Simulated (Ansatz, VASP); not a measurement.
# SnO2: VASP beside Ansatz

```
Sn O
1.0
     4.37940    0.00000    0.00000
     0.00000    4.37940    0.00000
     0.00000    0.00000    3.07254
Sn O
2 4
Direct
  0.00000 0.00000 0.00000
  0.50000 0.50000 0.50000
  0.30589 0.30589 0.00000
  0.19411 0.80589 0.50000
  0.69411 0.69411 0.00000
  0.80589 0.19411 0.50000
```

Change from the starting cell: strain -0.080 along x and y, -0.040 along z, atoms carried along.

Alike in both runs: task single point; functional r2SCAN; k mesh 6 × 6 × 8; occupations gaussian, width 0.05 eV; no spin polarisation.

```csv
,VASP,Ansatz
version,VASP 6.6.1,Ansatz 0.2.0
potentials or method,"VASP PAW PBE potentials, release 64 (Sn_d, O), cutoff 520 eV","scalar-relativistic, plane waves, PAW"
valence electrons in the cell,52,52
```

```tsv
	VASP	Ansatz	Ansatz less VASP
gap on the k mesh at the Fermi level (eV)	4.48	4.43	-0.049
least direct gap on the mesh (eV)	4.48	4.43	-0.049
pressure (GPa)	72.3	69.5	-2.79
traceless stress, the component that is largest in VASP (GPa)	1.53	1.06	-0.470
rms of the force components (eV/Å)	0.095	0.086	-0.0089
```

VASP's potentials were made for PBE, not for r2SCAN. Atom by atom the forces differ by 0.009 eV/Å (rms over components). Both programs put the cell under a high pressure, so it lies far from rest at this level. The functional is the same, so the differences come from potentials, cutoffs and numerics.

Noted on VASP's run: the cell as given lies far from equilibrium.
